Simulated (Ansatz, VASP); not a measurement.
Na in VASP and in Ansatz

```xyz
1
Lattice="-2.1810 2.1810 2.1175 2.1810 -2.1810 2.1175 2.1810 2.1810 -2.1175" Properties=species:S:1:pos:R:3 pbc="T T T"
Na    0.0000    0.0000    0.0000
```

Change from the starting cell: strain +0.030 along x and y, +0.000 along z, atoms carried along.

Alike in both runs: task single point; functional PBEsol; k mesh 16 × 16 × 16; occupations gaussian, width 0.15 eV; no spin polarisation.

|  | VASP | Ansatz |
| --- | --- | --- |
| version | VASP 6.6.1 | Ansatz 0.2.0 |
| potentials or method | VASP PAW PBE potentials, release 64 (Na_pv), cutoff 520 eV | scalar-relativistic, plane waves, PAW |
| valence electrons in the cell | 7 | 9 |

|  | VASP | Ansatz | Ansatz less VASP |
| --- | --- | --- | --- |
| gap on the k mesh at the Fermi level (eV) | none | none | - |
| pressure (GPa) | -0.7 | -0.7 | +0.01 |

VASP's potentials were made for PBE, not for PBEsol. A gap of «none» marks a metal or a gap that the smearing closes. VASP's potentials hold 7 valence electrons a cell and Ansatz's 9, so a difference there can come from the potentials and not from the codes.
